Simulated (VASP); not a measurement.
# Cu12O in VASP: single point with PBE

Aim: the single point of Cu12O with PBE.

Everything below comes from runs of VASP 6.6.1. Logs are shortened: lines on timing, memory, paths and dates and some standing lists are left out, and cuts for length are marked.

## 1. The cell of the first run

The cell holds a slab with vacuum, 13 atoms: a = 5.132 Å, b = 5.132 Å, c = 19.028 Å, α = 90.00°, β = 90.00°, γ = 90.00°.

## 2. Single point, PBE

File INCAR:

```
SYSTEM = Cu12O
ALGO = Normal ; DIPOL = 0.5 0.5 0.316
EDIFF = 1E-7 ; ENCUT = 520
GGA = PE ; IDIPOL = 3
ISIF = 2 ; ISMEAR = 0
LASPH = .TRUE. ; LCHARG = .FALSE.
LDIPOL = .TRUE. ; LREAL = .FALSE.
LWAVE = .FALSE. ; NBANDS = 81
NELM = 100 ; PREC = Accurate
SIGMA = 0.1
```

File KPOINTS:

```
k-points
0
G
  5 5 1
  0 0 0
```

File POSCAR:

```
Cu12O
1.0
    5.1319544654      0.0000000000      0.0000000000
    0.0000000000      5.1319544654      0.0000000000
    0.0000000000      0.0000000000     19.0279314150
Cu O
12 1
Direct
    0.2500000000      0.2500000000      0.2102172807
    0.2500000000      0.7500000000      0.2102172807
    0.7500000000      0.2500000000      0.2102172807
    0.7500000000      0.7500000000      0.2102172807
    0.0000000000      0.0000000000      0.3029241254
    0.0000000000      0.5000000000      0.3029241254
    0.5000000000      0.0000000000      0.3029241254
    0.5000000000      0.5000000000      0.3029241254
    0.2500000000      0.2500000000      0.3956253179
    0.2500000000      0.7500000000      0.3956253179
    0.7500000000      0.2500000000      0.3956253179
    0.7500000000      0.7500000000      0.3956253179
    0.3333333333      0.4166666667      0.4702782203
```

Potentials or basis: VASP PAW PBE potentials, release 64 (Cu, O).

The run is started by

```console
$ cat potpaw_PBE.64/Cu/POTCAR potpaw_PBE.64/O/POTCAR > POTCAR
$ mpirun -np 1 vasp_std > vasp.out
```

OUTCAR:

```text
SYSTEM = Cu12O
   EDIFF = 1E-7
   ENCUT = 520
   GGA = PE
   ISIF = 2
   ISMEAR = 0
   LASPH = .TRUE.
   LREAL = .FALSE.
   NELM = 100
   PREC = Accurate

 ion  position               nearest neighbor table
   1  0.250  0.250  0.210-   5 2.53   6 2.53   7 2.53   8 2.53   2 2.57   3 2.57   2 2.57   3 2.57

   2  0.250  0.750  0.210-   5 2.53   6 2.53   7 2.53   8 2.53   1 2.57   4 2.57   1 2.57   4 2.57

   3  0.750  0.250  0.210-   5 2.53   6 2.53   7 2.53   8 2.53   1 2.57   4 2.57   4 2.57   1 2.57
[... 4 lines left out ...]
                             6 2.57   7 2.57   6 2.57   7 2.57
   6  0.000  0.500  0.303-   9 2.53  10 2.53  11 2.53  12 2.53   1 2.53   2 2.53   3 2.53   4 2.53
                             5 2.57   8 2.57   5 2.57   8 2.57
   7  0.500  0.000  0.303-   9 2.53  10 2.53  11 2.53  12 2.53   1 2.53   2 2.53   3 2.53   4 2.53
                             5 2.57   8 2.57   8 2.57   5 2.57
   8  0.500  0.500  0.303-   9 2.53  10 2.53  11 2.53  12 2.53   1 2.53   2 2.53   3 2.53   4 2.53
                             6 2.57   7 2.57   7 2.57   6 2.57
   9  0.250  0.250  0.396-  13 1.71   6 2.53   7 2.53   8 2.53   5 2.53  11 2.57  10 2.57  10 2.57
                            11 2.57
  10  0.250  0.750  0.396-  13 2.26   6 2.53   7 2.53   8 2.53   5 2.53  12 2.57   9 2.57   9 2.57
                            12 2.57
  11  0.750  0.250  0.396-   5 2.53   6 2.53   7 2.53   8 2.53   9 2.57  12 2.57  12 2.57   9 2.57

  12  0.750  0.750  0.396-   5 2.53   6 2.53   7 2.53   8 2.53  10 2.57  11 2.57  11 2.57  10 2.57

  13  0.333  0.417  0.470-   9 1.71  10 2.26

  LATTYP: Found a simple tetragonal cell.
 ALAT       =     5.1319544654
 C/A-ratio  =     3.7077358233

  Lattice vectors:

 A1 = (   5.1319544654,   0.0000000000,   0.0000000000)
 A2 = (   0.0000000000,   5.1319544654,   0.0000000000)
 A3 = (   0.0000000000,   0.0000000000,  19.0279314150)

Analysis of symmetry for initial positions (statically):
=====================================================================
 Subroutine PRICEL returns:
 Original cell was already a primitive cell.

 Routine SETGRP: Setting up the symmetry group for a
 simple tetragonal supercell.

 Subroutine GETGRP returns: Found  1 space group operations
 (whereof  1 operations were pure point group operations)
 out of a pool of 16 trial point group operations.

The static configuration has the point symmetry C_1 .

Analysis of symmetry for dynamics (positions and initial velocities):
=====================================================================
 Subroutine PRICEL returns:
 Original cell was already a primitive cell.
[... 140 lines left out ...]
  Fermi-wavevector in a.u.,A,eV,Ry     =   1.065080  2.012709 15.434380  1.134395
  Thomas-Fermi vector in A             =   2.200620
   LORBIT       =      0    0 simple, 1 ext, 2 COOP (PROOUT), +10 PAW based schemes
   GGA     = PE    functional components
   LHFCALC =     F    Hartree Fock is set to
   AEXX    =    0.0000 exact exchange contribution
   IVDW    =     0    specifies the selected vdW correction
   LEPSILON=     F    determine dielectric tensor
   LRPA    =     F    only Hartree local field effects (RPA)
 non-spin polarized calculation
 Gauss-broadening in eV      SIGMA  =   0.10
  energy-cutoff  :      520.00
  volume of cell :      501.14
 maximum number of plane-waves:     13595
 NGX is ok and might be reduce to    40
   NGX = 19   NGY = 19   NGZ = 71

 dipolmoment           0.000000      0.000000     -0.289246 electrons x Angstroem

 number of electron     137.9999783 magnetization

 dipolmoment           0.000000      0.000000      0.244499 electrons x Angstroem

 Free energy of the ion-electron system (eV)
  ---------------------------------------------------
  ext. energy  EPLUGINS =         0.00000000
  ---------------------------------------------------
  free energy    TOTEN  =       -45.36719964 eV

  energy without entropy =      -45.31602810  energy(sigma->0) =      -45.34161387

 E-fermi :  -1.5097     XC(G=0):  -4.7326

 val. band max:       -1.5175993667   @ k =   0.4000   0.2000   0.0000
 cond. band min:      -1.5053976457   @ k =   0.0000   0.2000   0.0000
 fundamental gap:      0.0122017209
 Fermi energy:        -1.5096857349

 k-point     1 :       0.0000    0.0000    0.0000
  band No.  band energies     occupation
      1     -18.6071      2.00000
      2      -9.8750      2.00000
      3      -7.2964      2.00000
      4      -6.4382      2.00000
      5      -6.4140      2.00000
      6      -6.2787      2.00000
[... 1081 lines left out ...]
     80       4.3323      0.00000
     81       4.3868      0.00000

------------------------ aborting loop because EDIFF is reached ----------------------------------------

 vacuum level on the upper side and lower side of the slab       (xc-potential included)         0.744        -0.897

  FORCE on cell =-STRESS in cart. coord.  units (eV):
  Direction    XX          YY          ZZ          XY          YZ          ZX
  --------------------------------------------------------------------------------------
  -------------------------------------------------------------------------------------
  Total       -3.6663547     -3.0887939      1.4642399      0.8887472      2.4620043      0.8853485
  in kB      -11.7216269     -9.8751194      4.6812911      2.8413953      7.8712232      2.8305293
  external PRESSURE =      -5.6384851 kB  Pullay stress =       0.0000000 kB

 VOLUME and BASIS-vectors are now :
 -----------------------------------------------------------------------------
  energy-cutoff  :      520.00
  volume of cell :      501.14
      direct lattice vectors                 reciprocal lattice vectors
     5.131954465  0.000000000  0.000000000     0.194857536  0.000000000  0.000000000
     0.000000000  5.131954465  0.000000000     0.000000000  0.194857536  0.000000000
     0.000000000  0.000000000 19.027931415     0.000000000  0.000000000  0.052554320

 POSITION                                       TOTAL-FORCE (eV/Angst)
 -----------------------------------------------------------------------------------
      1.28299      1.28299      4.00000         0.015848      0.015887     -0.029536
      1.28299      3.84897      4.00000        -0.000718     -0.017607     -0.049759
      3.84897      1.28299      4.00000        -0.019145     -0.024029     -0.022441
      3.84897      3.84897      4.00000         0.000138      0.024319     -0.044948
      0.00000      0.00000      5.76402         0.064580      0.014059      0.056920
      0.00000      2.56598      5.76402        -0.093192     -0.008439     -0.139815
      2.56598      0.00000      5.76402        -0.046772     -0.032405     -0.074536
      2.56598      2.56598      5.76402         0.108968      0.035728     -0.285405
      1.28299      1.28299      7.52793        -0.612580     -1.274140     -0.733364
      1.28299      3.84897      7.52793         0.119187     -0.525947      0.891627
      3.84897      1.28299      7.52793        -0.174407      0.012321      0.249947
      3.84897      3.84897      7.52793        -0.018784      0.040183     -0.002257
      1.71065      2.13831      8.94842         0.656878      1.740069      0.183567
 -----------------------------------------------------------------------------------
    total drift:                                0.000458     -0.000614      0.001364

  FREE ENERGIE OF THE ION-ELECTRON SYSTEM (eV)
  ---------------------------------------------------
  free  energy   TOTEN  =       -45.3671996362 eV

  energy  without entropy=      -45.3160280952  energy(sigma->0) =      -45.34161387

 vacuum level on the upper side and lower side of the slab         4.647         2.955
```

stdout:

```text
POSCAR found type information on POSCAR CuO
 POSCAR found :  2 types and      13 ions
 scaLAPACK will be used
 LDA part: xc-table for (Slater+PW92), standard interpolation
 POSCAR, INCAR and KPOINTS ok, starting setup
 FFT: planning ... GRIDC
 FFT: planning ... GRID_SOFT
 FFT: planning ... GRID
 WAVECAR not read
 entering main loop
```

Run time: 30 min. Hardware: 1 thread of Oxide Virtual Turin-like, shared host; peak memory 0.7 GiB.

Results:

* Free energy: -45.3672 eV
* Largest force: 1.869 eV/Å
* Band gap on the k mesh: zero (bands 69 and 70 overlap by 0.61 eV)

Forces in eV/Å, atoms in the order of the input:
```
Cu   0.016  0.016 -0.030
Cu  -0.001 -0.018 -0.050
Cu  -0.019 -0.024 -0.022
Cu   0.000  0.024 -0.045
Cu   0.065  0.014  0.057
Cu  -0.093 -0.008 -0.140
Cu  -0.047 -0.032 -0.075
Cu   0.109  0.036 -0.285
Cu  -0.613 -1.274 -0.733
Cu   0.119 -0.526  0.892
Cu  -0.174  0.012  0.250
Cu  -0.019  0.040 -0.002
O    0.657  1.740  0.184
```
